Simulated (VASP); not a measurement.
Write the native input for VASP 6.6.1 that does the following.

| Item | Value |
| --- | --- |
| Task | single point |
| Functional | PBE |
| Potentials or basis | VASP PAW PBE potentials, release 64 (Li_sv, Cd, Cu, C, N) |
| Cutoff | 520 eV |
| k mesh | 4 × 4 × 4 |
| Occupations | gaussian, width 0.1 eV |
| Spin | collinear spin |
| Starting moments | [0.0, 0.0, 0.0, 1.0, 0.0, 0.0, 0.0, 0.0, 0.0, 0.0, 0.0, 0.0, 0.0, 0.0, 0.0, 0.0] μB |
| Dipole correction | no |
| Further INCAR settings | LREAL = Auto; ALGO = Normal; EDIFF = 1e-07; NBANDS = 60 |

The structure of Li2CdCuC6N6 lies in POSCAR:

```
Li2CdCuC6N6
1.0
    0.0000000000      5.6549574204      5.6549574204
    5.6549574204      0.0000000000      5.6549574204
    5.6549574204      5.6549574204      0.0000000000
Li Cd Cu C N
2 1 1 6 6
Direct
    0.2500000000      0.2500000000      0.2500000000
    0.7500000000      0.7500000000      0.7500000000
    0.0000000000      0.0000000000      0.0000000000
    0.5000000000      0.5000000000      0.5000000000
    0.7886285915      0.2113714085      0.2113714085
    0.2113714085      0.7886285915      0.2113714085
    0.2113714085      0.2113714085      0.7886285915
    0.2113714085      0.7886285915      0.7886285915
    0.7886285915      0.2113714085      0.7886285915
    0.7886285915      0.7886285915      0.2113714085
    0.6851298471      0.3148701529      0.3148701529
    0.3148701529      0.6851298471      0.3148701529
    0.3148701529      0.3148701529      0.6851298471
    0.3148701529      0.6851298471      0.6851298471
    0.6851298471      0.3148701529      0.6851298471
    0.6851298471      0.6851298471      0.3148701529
```

These files were run (other wordings do the same):

INCAR

```
ALGO = Normal
EDIFF = 1E-7
ENCUT = 520
GGA = PE
ISIF = 2
ISMEAR = 0
ISPIN = 2
LASPH = T
LCHARG = F
LMAXMIX = 4
LORBIT = 11
LREAL = Auto
LWAVE = F
MAGMOM = 0 0 0 1 0 0 0 0 0 0 0 0 0 0 0 0
NBANDS = 60
NELM = 150
PREC = Accurate
SIGMA = 0.1
```

KPOINTS

```
k-points
0
Gamma
  4 4 4
```

Potentials or basis: VASP PAW PBE potentials, release 64 (Li_sv, Cd, Cu, C, N).

Run with:

```console
$ cat potpaw_PBE.64/Li_sv/POTCAR potpaw_PBE.64/Cd/POTCAR potpaw_PBE.64/Cu/POTCAR potpaw_PBE.64/C/POTCAR potpaw_PBE.64/N/POTCAR > POTCAR
$ mpirun -np 1 vasp_std > vasp.out
```

Results of the run:

- Largest force: 0.378 eV/Å
- Band gap on the k mesh: zero (filled and empty bands overlap)
- Net moment: 1.00 μB per cell
- Site moments: Li -0.00; Cd +0.01; Cu +0.63; C +0.01; N +0.04 μB
- Valence electrons inside the program's atomic spheres: Li 1.98; Cd 10.26; Cu 9.74; C 2.57; N 3.87

Caveat: a cell with one magnetic atom can't hold antiferromagnetic order, which such compounds often take.

Wall time 25 min on 1 thread of Oxide Virtual Turin-like Processor, with other jobs on the host, peak memory 0.75 GiB.
